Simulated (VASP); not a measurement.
Input of a VASP 6.6.1 run:

File POSCAR:

```
Be
1.0
   -1.2165706277      1.2165706277      1.2165706277
    1.2165706277     -1.2165706277      1.2165706277
    1.2165706277      1.2165706277     -1.2165706277
Be
1
Direct
    0.0000000000      0.0000000000      0.0000000000
```

INCAR.step1

```
  PREC = Accurate
  ENCUT = 520
  ISMEAR = -1
  SIGMA = 0.1
  LREAL = F
  LASPH = T
  NELM = 80
  NBANDS = 7
  GGA = PE
  ALGO = Normal
  EDIFF = 1E-4
  LWAVE = T
  LCHARG = F
```

INCAR.step2

```
  PREC = Accurate
  ENCUT = 520
  EDIFF = 1E-7
  ISMEAR = -1
  SIGMA = 0.1
  LREAL = F
  LASPH = T
  NELM = 80
  ALGO = Normal
  ISIF = 2
  LWAVE = F
  LCHARG = F
  METAGGA = R2SCAN
  LMIXTAU = T
  NBANDS = 7
  ISTART = 1
```

File KPOINTS:

```
Automatic mesh
0
Gamma
  20 20 20
```

Potentials or basis: VASP PAW PBE potentials, release 64 (Be).

Command:

```console
$ cat potpaw_PBE.64/Be/POTCAR > POTCAR
$ cp INCAR.step1 INCAR
$ mpirun -np 1 vasp_std > vasp.out
$ cp INCAR.step2 INCAR
$ mpirun -np 1 vasp_std > vasp.out
```

Q: What does it give for the pressure?

A: 12.0 GPa.

Q: What does it give for the band gap on the k mesh?

A: Zero (band 1 reaches 13.53 eV, above the bottom of band 2 at 7.36 eV).

Caveat: the PAW data sets were made with another functional, which shifts forces and pressure a little.
